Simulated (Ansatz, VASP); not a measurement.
# Two plane-wave programs on SnW

```
CELL_PARAMETERS angstrom
3.57918 0.00000 0.00000
0.00000 3.57918 0.00000
0.00000 0.00000 3.57918
ATOMIC_POSITIONS crystal
Sn 0.50000 0.50000 0.50000
W 0.00000 0.00000 0.00000
```

Change from the starting cell: species swapped into the CaTl type (Pm-3m, No. 221).

Alike in both runs: task single point; functional PBE; k mesh 6 × 6 × 6; occupations gaussian, width 0.1 eV; no spin polarisation.

```csv
,VASP,Ansatz
version,VASP 6.6.1,Ansatz 0.2.0
potentials or method,"VASP PAW PBE potentials, release 64 (Sn_d, W_sv), cutoff 520 eV","scalar-relativistic, plane waves, PAW"
valence electrons in the cell,28,28
```

```tsv
	VASP	Ansatz	Ansatz less VASP
gap on the k mesh at the Fermi level (eV)	none	none	-
pressure (GPa)	-21.3	-21.3	+0.01
```

A gap of «none» marks a metal or a gap that the smearing closes. The functional is the same, so the differences come from potentials, cutoffs and numerics.

Neither program's run includes spin-orbit coupling.
